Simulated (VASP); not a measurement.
Wanted: the native input for a VASP 6.6.1 run.

```yaml
Task: single point
Functional: LDA
Potentials_or_basis: VASP PAW LDA potentials, release 64 (Mo_sv)
Cutoff: 520 eV
k_mesh: 22 × 22 × 22
Occupations: gaussian, width 0.15 eV
Spin: no spin polarisation
Dipole_correction: no
Further_INCAR_settings: ALGO = Fast; EDIFF = 1e-07; NBANDS = 13
```

The structure of Mo lies in POSCAR:

```
Mo
1.0
   -1.1417094669      1.5842184285      1.5842184285
    1.5842184285     -1.1417094669      1.5842184285
    1.5842184285      1.5842184285     -1.1417094669
Mo
1
Direct
    0.0000000000      0.0000000000      0.0000000000
```

The input as run:

INCAR

```
PREC = Accurate
ENCUT = 520
EDIFF = 1E-7
ISMEAR = 0
SIGMA = 0.15
LREAL = F
LASPH = T
NELM = 80
ALGO = Fast
ISIF = 2
LWAVE = F
LCHARG = F
GGA = CA
NBANDS = 13
```

KPOINTS

```
Automatic mesh
0
Gamma
  22 22 22
```

Potentials or basis: VASP PAW LDA potentials, release 64 (Mo_sv).

The run is started by

```bash
$ cat potpaw_LDA.64/Mo_sv/POTCAR > POTCAR
$ mpirun -np 1 vasp_std > vasp.out
```

Results of the run:

```yaml
Pressure: 17.3 GPa
Band_gap_on_the_k_mesh: zero (bands 7 and 8 overlap by 2.91 eV)
```

Caveat: the cell stands under pressure.

Run time: 2.2 min on 1 thread of Intel(R) Xeon(R) Platinum 8259CL CPU @ 2.50GHz (Skylake/Cascade Lake), on a shared host, peak memory 0.28 GiB.
